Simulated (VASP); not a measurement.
# Ti3Al (Pm-3m) in VASP: notebook

Runs on Ti3Al. Level: PBE. Tasks: single point.

Everything below comes from runs of VASP 6.6.1. Logs are shortened: lines on timing, memory, paths and dates and some standing lists are left out, and cuts for length are marked.

### 1 The cell of the first run

It takes space group Pm-3m (No. 221, cubic). The conventional cell has a = 3.881 Å, b = 3.881 Å, c = 3.881 Å, α = 90.00°, β = 90.00°, γ = 90.00°. Ti (site symmetry 4/mmm) has 8 Ti at 2.74 Å and 4 Al at 2.74 Å within 3.6 Å. Within 3.6 Å of Al (site symmetry m-3m) lie 12 Ti at 2.74 Å.

The cell was generated, and may not be a known phase.

### 2 Single point, PBE

The input, INCAR:

```
PREC = Accurate ; ENCUT = 520
EDIFF = 1E-7 ; ISMEAR = 0
SIGMA = 0.1 ; LREAL = F
LASPH = T ; NELM = 80
ALGO = Normal ; ISIF = 2
LWAVE = F ; LCHARG = T
GGA = PE ; LELF = T
LVHAR = T ; NBANDS = 28
```

The input, KPOINTS:

```
Automatic mesh
0
Gamma
  4 4 4
```

The input, POSCAR:

```
Ti3Al
1.0
    3.8812112600      0.0000000000      0.0000000000
    0.0000000000      3.8812112600      0.0000000000
    0.0000000000      0.0000000000      3.8812112600
Ti Al
3 1
Direct
    0.0000000000      0.5000000000      0.5000000000
    0.5000000000      0.0000000000      0.5000000000
    0.5000000000      0.5000000000      0.0000000000
    0.0000000000      0.0000000000      0.0000000000
```

Potentials or basis: VASP PAW PBE potentials, release 64 (Ti_sv, Al).

On the command line:

```
$ cat potpaw_PBE.64/Ti_sv/POTCAR potpaw_PBE.64/Al/POTCAR > POTCAR
$ mpirun -np 1 vasp_std > vasp.out
```

OUTCAR:

```text
PREC = Accurate
   ENCUT = 520
   EDIFF = 1E-7
   ISMEAR = 0
   LREAL = F
   LASPH = T
   NELM = 80
   ISIF = 2
   GGA = PE

 ion  position               nearest neighbor table
   1  0.000  0.500  0.500-   2 2.74   3 2.74   4 2.74   3 2.74   4 2.74   2 2.74   4 2.74   4 2.74
                             2 2.74   3 2.74   3 2.74   2 2.74
   2  0.500  0.000  0.500-   1 2.74   3 2.74   4 2.74   3 2.74   4 2.74   1 2.74   3 2.74   3 2.74
                             1 2.74   4 2.74   4 2.74   1 2.74
   3  0.500  0.500  0.000-   1 2.74   2 2.74   4 2.74   1 2.74   2 2.74   2 2.74   4 2.74   2 2.74
                             1 2.74   4 2.74   1 2.74   4 2.74
   4  0.000  0.000  0.000-   1 2.74   2 2.74   3 2.74   1 2.74   2 2.74   1 2.74   3 2.74   1 2.74
                             2 2.74   3 2.74   2 2.74   3 2.74

  LATTYP: Found a simple cubic cell.
 ALAT       =     3.8812112600

  Lattice vectors:

 A1 = (   3.8812112600,   0.0000000000,   0.0000000000)
 A2 = (   0.0000000000,   3.8812112600,   0.0000000000)
 A3 = (   0.0000000000,   0.0000000000,   3.8812112600)

Analysis of symmetry for initial positions (statically):
=====================================================================
 Subroutine PRICEL returns:
 Original cell was already a primitive cell.

 Routine SETGRP: Setting up the symmetry group for a
 simple cubic supercell.

 Subroutine GETGRP returns: Found 48 space group operations
 (whereof 48 operations were pure point group operations)
 out of a pool of 48 trial point group operations.

The static configuration has the point symmetry O_h .

Analysis of symmetry for dynamics (positions and initial velocities):
=====================================================================
 Subroutine PRICEL returns:
 Original cell was already a primitive cell.

 Routine SETGRP: Setting up the symmetry group for a
 simple cubic supercell.

 Subroutine GETGRP returns: Found 48 space group operations
 (whereof 48 operations were pure point group operations)
 out of a pool of 48 trial point group operations.

The dynamic configuration has the point symmetry O_h .

 Subroutine INISYM returns: Found 48 space group operations
 (whereof 48 operations are pure point group operations),
 and found     1 'primitive' translations

----------------------------------------------------------------------------------------

                                     Primitive cell

  volume of cell :      58.4658

  direct lattice vectors                    reciprocal lattice vectors
     3.881211260  0.000000000  0.000000000     0.257651525  0.000000000  0.000000000
     0.000000000  3.881211260  0.000000000     0.000000000  0.257651525  0.000000000
     0.000000000  0.000000000  3.881211260     0.000000000  0.000000000  0.257651525

  length of vectors
     3.881211260  3.881211260  3.881211260     0.257651525  0.257651525  0.257651525

  position of ions in fractional coordinates (direct lattice)
     0.000000000  0.500000000  0.500000000
     0.500000000  0.000000000  0.500000000
     0.500000000  0.500000000  0.000000000
     0.000000000  0.000000000  0.000000000

  ion indices of the primitive-cell ions
   primitive index   ion index
                 1           1
                 2           2
                 3           3
                 4           4

----------------------------------------------------------------------------------------

 KPOINTS: Automatic mesh

Automatic generation of k-mesh.
 Grid dimensions read from file:
 generate k-points for:    4    4    4

 Generating k-lattice:

  Cartesian coordinates                     Fractional coordinates (reciprocal lattice)
     0.064412881  0.000000000  0.000000000     0.250000000  0.000000000  0.000000000
     0.000000000  0.064412881  0.000000000     0.000000000  0.250000000  0.000000000
     0.000000000  0.000000000  0.064412881     0.000000000  0.000000000  0.250000000

  Length of vectors
     0.064412881  0.064412881  0.064412881

  Shift w.r.t. Gamma in fractional coordinates (k-lattice)
     0.000000000  0.000000000  0.000000000

 Subroutine IBZKPT returns following result:
 ===========================================

 Found     10 irreducible k-points:

 Following reciprocal coordinates:
            Coordinates               Weight
  0.000000  0.000000  0.000000      1.000000
  0.250000  0.000000  0.000000      6.000000
  0.500000  0.000000  0.000000      3.000000
  0.250000  0.250000  0.000000     12.000000
  0.500000  0.250000  0.000000     12.000000
  0.500000  0.500000  0.000000      3.000000
  0.250000  0.250000  0.250000      8.000000
  0.500000  0.250000  0.250000     12.000000
  0.500000  0.500000  0.250000      6.000000
  0.500000  0.500000  0.500000      1.000000
   k-points           NKPTS =     10   k-points in BZ     NKDIM =     10   number of bands    NBANDS=     28
   number of dos      NEDOS =    301   number of ions     NIONS =      4
   total plane-waves  NPLWV =  27000
   dimension x,y,z NGX =    30 NGY =   30 NGZ =   30
   dimension x,y,z NGXF=    60 NGYF=   60 NGZF=   60
   ions per type =               3   1
   NGX,Y,Z   is equivalent  to a cutoff of  12.85, 12.85, 12.85 a.u.
   NGXF,Y,Z  is equivalent  to a cutoff of  25.70, 25.70, 25.70 a.u.
 SYSTEM =  unknown system
   PREC   = accura    normal or accurate (medium, high low for compatibility)
   ISTART =      0    job   : 0-new  1-cont  2-samecut
   ICHARG =      2    charge: 1-file 2-atom 10-const
   ISPIN  =      1    spin polarized calculation?
   LNONCOLLINEAR =      F non collinear calculations
   LSORBIT =      F    spin-orbit coupling
   LASPH  =      T    aspherical Exc in radial PAW
   ENCUT  =  520.0 eV  38.22 Ry    6.18 a.u.   7.22  7.22  7.22*2*pi/ulx,y,z
   NELM   =     80;   NELMIN=  2; NELMDL= -5     # of ELM steps
   EDIFF  = 0.1E-06   stopping-criterion for ELM
   LREAL  =      F    real-space projection
   EDIFFG = 0.1E-05   stopping-criterion for IOM
   NSW    =      0    number of steps for IOM
   IBRION =     -1    ionic relax: 0-MD 1-quasi-New 2-CG
   NFREE  =      0    steps in history (QN), initial steepest desc. (CG)
   ISIF   =      2    stress and relaxation
   ISYM   =      2    0-nonsym 1-usesym 2-fastsym
   POTIM  = 0.5000    time-step for ionic-motion
   TEBEG  =    0.0;   TEEND  =   0.0 temperature during run
   PSTRESS=    0.0 pullay stress
   NELECT =      39.0000    total number of electrons
   NUPDOWN=      -1.0000    fix difference up-down
   EMIN   =  10.00;   EMAX   =-10.00  energy-range for DOS
   EFERMI =   0.00;   METHOD = LEGACY
   ISMEAR =     0;   SIGMA  =   0.10  broadening in eV -4-tet -1-fermi 0-gaus
   EFERMI_NEDOS =   21; number of points for ismear=-14 and -15
   IALGO  =     38    algorithm
   IMIX   =      4    mixing-type and parameters
     AMIX     =   0.40;   BMIX     =  1.00
     AMIX_MAG =   1.60;   BMIX_MAG =  1.00
  volume/ion in A,a.u.               =      14.62        98.64
  Fermi-wavevector in a.u.,A,eV,Ry     =   1.430416  2.703095 27.838751  2.046090
  Thomas-Fermi vector in A             =   2.550264
   LORBIT       =      0    0 simple, 1 ext, 2 COOP (PROOUT), +10 PAW based schemes
   GGA     = PE    functional components
   LHFCALC =     F    Hartree Fock is set to
   AEXX    =    0.0000 exact exchange contribution
   IVDW    =     0    specifies the selected vdW correction
   LEPSILON=     F    determine dielectric tensor
   LRPA    =     F    only Hartree local field effects (RPA)
 non-spin polarized calculation
 Gauss-broadening in eV      SIGMA  =   0.10
  energy-cutoff  :      520.00
  volume of cell :       58.47
 maximum number of plane-waves:      1596
 NGX is ok and might be reduce to    30
   NGX = 15   NGY = 15   NGZ = 15

 number of electron      39.0000001 magnetization

 Free energy of the ion-electron system (eV)
  ---------------------------------------------------
  ext. energy  EPLUGINS =         0.00000000
  ---------------------------------------------------
  free energy    TOTEN  =       -27.88180384 eV

  energy without entropy =      -27.85071904  energy(sigma->0) =      -27.86626144

 E-fermi :   9.6669     XC(G=0): -11.9136

 val. band max:        9.6512392084   @ k =   0.2500   0.2500   0.0000
 cond. band min:       9.6709822785   @ k =   0.5000   0.2500   0.0000
 fundamental gap:      0.0197430702
 Fermi energy:         9.6668682757

 k-point     1 :       0.0000    0.0000    0.0000
  band No.  band energies     occupation
      1     -46.6399      2.00000
      2     -46.3994      2.00000
      3     -46.3994      2.00000
      4     -23.1856      2.00000
      5     -23.1856      2.00000
      6     -23.1856      2.00000
[... 20 lines left out ...]
     27      13.3068      0.00000
     28      14.0668      0.00000

 k-point     2 :       0.2500    0.0000    0.0000
  band No.  band energies     occupation
      1     -46.6092      2.00000
      2     -46.4300      2.00000
      3     -46.3989      2.00000
      4     -23.1235      2.00000
      5     -23.1235      2.00000
      6     -23.0934      2.00000
[... 20 lines left out ...]
     27      13.2343      0.00000
     28      13.5157      0.00000

 k-point     3 :       0.5000    0.0000    0.0000
  band No.  band energies     occupation
      1     -46.5596      2.00000
      2     -46.4797      2.00000
      3     -46.3985      2.00000
      4     -23.0356      2.00000
      5     -23.0356      2.00000
      6     -22.9170      2.00000
[... 20 lines left out ...]
     27      12.3132      0.00000
     28      13.4524      0.00000

 k-point     4 :       0.2500    0.2500    0.0000
  band No.  band energies     occupation
      1     -46.5820      2.00000
      2     -46.4391      2.00000
      3     -46.4163      2.00000
      4     -23.1627      2.00000
      5     -23.0588      2.00000
      6     -22.9634      2.00000
[... 20 lines left out ...]
     27      12.8902      0.00000
     28      13.1574      0.00000

 k-point     5 :       0.5000    0.2500    0.0000
  band No.  band energies     occupation
      1     -46.5358      2.00000
      2     -46.4790      2.00000
      3     -46.4218      2.00000
      4     -23.0804      2.00000
      5     -23.0556      2.00000
      6     -22.9609      2.00000
[... 20 lines left out ...]
     27      12.7410      0.00000
     28      12.7488      0.00000

 k-point     6 :       0.5000    0.5000    0.0000
  band No.  band energies     occupation
      1     -46.4786      2.00000
      2     -46.4784      2.00000
      3     -46.4784      2.00000
      4     -23.1766      2.00000
      5     -23.0715      2.00000
      6     -22.8365      2.00000
[... 20 lines left out ...]
     27      12.0831      0.00000
     28      12.6261      0.00000

 k-point     7 :       0.2500    0.2500    0.2500
  band No.  band energies     occupation
      1     -46.5591      2.00000
      2     -46.4385      2.00000
      3     -46.4385      2.00000
      4     -23.2325      2.00000
      5     -23.0119      2.00000
      6     -23.0119      2.00000
[... 20 lines left out ...]
     27      12.5127      0.00000
     28      12.6101      0.00000

 k-point     8 :       0.5000    0.2500    0.2500
  band No.  band energies     occupation
      1     -46.5186      2.00000
      2     -46.4784      2.00000
      3     -46.4380      2.00000
      4     -23.2088      2.00000
      5     -23.0928      2.00000
      6     -23.0520      2.00000
[... 20 lines left out ...]
     27      12.3472      0.00000
     28      12.7951      0.00000

 k-point     9 :       0.5000    0.5000    0.2500
  band No.  band energies     occupation
      1     -46.4779      2.00000
      2     -46.4778      2.00000
      3     -46.4778      2.00000
      4     -23.2714      2.00000
      5     -23.1739      2.00000
      6     -23.0696      2.00000
[... 20 lines left out ...]
     27      12.2135      0.00000
     28      12.4761      0.00000

 k-point    10 :       0.5000    0.5000    0.5000
  band No.  band energies     occupation
      1     -46.4772      2.00000
      2     -46.4772      2.00000
      3     -46.4772      2.00000
      4     -23.3964      2.00000
      5     -23.1712      2.00000
      6     -23.1712      2.00000
[... 20 lines left out ...]
     27      12.3267      0.00000
     28      12.3267      0.00000

------------------------ aborting loop because EDIFF is reached ----------------------------------------

  FORCE on cell =-STRESS in cart. coord.  units (eV):
  Direction    XX          YY          ZZ          XY          YZ          ZX
  --------------------------------------------------------------------------------------
  -------------------------------------------------------------------------------------
  Total        6.5881884      6.5881884      6.5881884      0.0000000      0.0000000      0.0000000
  in kB      180.5405426    180.5405426    180.5405426      0.0000000      0.0000000      0.0000000
  external PRESSURE =     180.5405426 kB  Pullay stress =       0.0000000 kB

 VOLUME and BASIS-vectors are now :
 -----------------------------------------------------------------------------
  energy-cutoff  :      520.00
  volume of cell :       58.47
      direct lattice vectors                 reciprocal lattice vectors
     3.881211260  0.000000000  0.000000000     0.257651525  0.000000000  0.000000000
     0.000000000  3.881211260  0.000000000     0.000000000  0.257651525  0.000000000
     0.000000000  0.000000000  3.881211260     0.000000000  0.000000000  0.257651525

 POSITION                                       TOTAL-FORCE (eV/Angst)
 -----------------------------------------------------------------------------------
      0.00000      1.94061      1.94061         0.000000      0.000000      0.000000
      1.94061      0.00000      1.94061         0.000000      0.000000      0.000000
      1.94061      1.94061      0.00000         0.000000      0.000000      0.000000
      0.00000      0.00000      0.00000         0.000000      0.000000      0.000000
 -----------------------------------------------------------------------------------
    total drift:                                0.000000      0.000000     -0.000000

  FREE ENERGIE OF THE ION-ELECTRON SYSTEM (eV)
  ---------------------------------------------------
  free  energy   TOTEN  =       -27.8818038393 eV

  energy  without entropy=      -27.8507190414  energy(sigma->0) =      -27.86626144
```

Run time: 40 s. Hardware: 1 thread of Intel Xeon 8259CL, shared host; peak memory 0.17 GiB.

What came out:

- Free energy: -27.8818 eV
- Pressure: 18.1 GPa
- Band gap on the k mesh: zero (an odd number of electrons rules out a gap without spin polarisation)

Caveat: the k points lie up to 0.40 Å⁻¹ apart, too coarse for converged energies and pressures of a metal.

### 3 Single point, PBE

This run uses another cell than the first one, of 16.64 Å³/atom.

The input, INCAR:

```
  PREC = Accurate
  ENCUT = 520
  EDIFF = 1E-7
  ISMEAR = 0
  SIGMA = 0.1
  LREAL = False
  LASPH = True
  NELM = 80
  ALGO = Fast
  ISIF = 2
  LWAVE = False
  LCHARG = False
  GGA = PE
  NBANDS = 28
```

The input, KPOINTS:

```
regular mesh
0
Gamma
  4 4 4
```

The input, POSCAR:

```
Ti3Al
1.0
    4.0528045027      0.0000000000      0.0000000000
    0.0000000000      4.0528045027      0.0000000000
    0.0000000000      0.0000000000      4.0528045027
Ti Al
3 1
Direct
    0.0000000000      0.5000000000      0.5000000000
    0.5000000000      0.0000000000      0.5000000000
    0.5000000000      0.5000000000      0.0000000000
    0.0000000000      0.0000000000      0.0000000000
```

Potentials or basis: VASP PAW PBE potentials, release 64 (Ti_sv, Al).

On the command line:

```
$ cat potpaw_PBE.64/Ti_sv/POTCAR potpaw_PBE.64/Al/POTCAR > POTCAR
$ mpirun -np 1 vasp_std > vasp.out
```

Wall time 2.2 min (1 thread of Intel Xeon 8259CL, shared host); peak memory 0.17 GiB.

Results (log left out):

```yaml
Free_energy: -28.2877 eV
Pressure: -0.3 GPa
Band_gap_on_the_k_mesh: zero (an odd number of electrons rules out a gap without spin polarisation)
```

Levels at points of the mesh, in eV from the Fermi level:
| k point | band 17 | band 18 | band 19 | band 20 | band 21 | band 22 |
| --- | --- | --- | --- | --- | --- | --- |
| (0.00, 0.00, 0.00) | -1.11 | -1.11 | -1.11 | 1.04 | 1.04 | 1.04 |
| (0.50, 0.00, 0.00) | -1.23 | -0.54 | -0.36 | 0.54 | 0.54 | 1.00 |
| (0.50, 0.50, 0.00) | -1.47 | -0.24 | -0.06 | -0.06 | 0.71 | 0.71 |
| (0.50, 0.50, 0.50) | -1.17 | -1.17 | -1.17 | 0.81 | 0.81 | 0.81 |

Caveat: the k points lie up to 0.39 Å⁻¹ apart, too coarse for converged energies and pressures of a metal.

The gap in the log of VASP goes by the Fermi energy; the results here count the filled bands.